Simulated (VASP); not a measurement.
Here is a VASP 6.6.1 calculation.

File INCAR:

```
ALGO = Normal
EDIFF = 1E-6
ENCUT = 500
GGA = RE
GGA_COMPAT = F
ISIF = 2
ISMEAR = -1
LASPH = T
LCHARG = F
LREAL = F
LWAVE = F
NBANDS = 30
NELM = 120
PREC = Accurate
SIGMA = 0.1
```

File KPOINTS:

```
k-points
0
Gamma
  9 9 13
```

POSCAR

```
Re
1.0
    4.3320091951      0.0000000000      0.0000000000
   -2.1660045975      3.7516300124      0.0000000000
    0.0000000000      0.0000000000      2.7147834624
Re
3
Direct
    0.0000000000      0.0000000000      1.0000000000
    0.3333333333      0.6666666667      0.5000000000
    0.6666666667      0.3333333333      0.5000000000
```

Potentials or basis: VASP PAW PBE potentials, release 64 (Re_sv_GW).

Command:

```sh
$ cat potpaw_PBE.64/Re_sv_GW/POTCAR > POTCAR
$ mpirun -np 1 vasp_std > vasp.out
```

**Question.** Estimate the band gap on the k mesh.

**Answer.** Zero (an odd number of electrons rules out a gap without spin polarisation).

**Question.** What does it give for the pressure?

**Answer.** 12.4 GPa.

Stress tensor (GPa, compression positive):
```
13.32  0.00  0.00
 0.00 13.32  0.00
 0.00  0.00 10.50
```

Caveat: the cell stands under pressure; the PAW data sets were made with another functional, which shifts forces and pressure a little; spin-orbit coupling is left out, which moves the levels of the heavy elements.
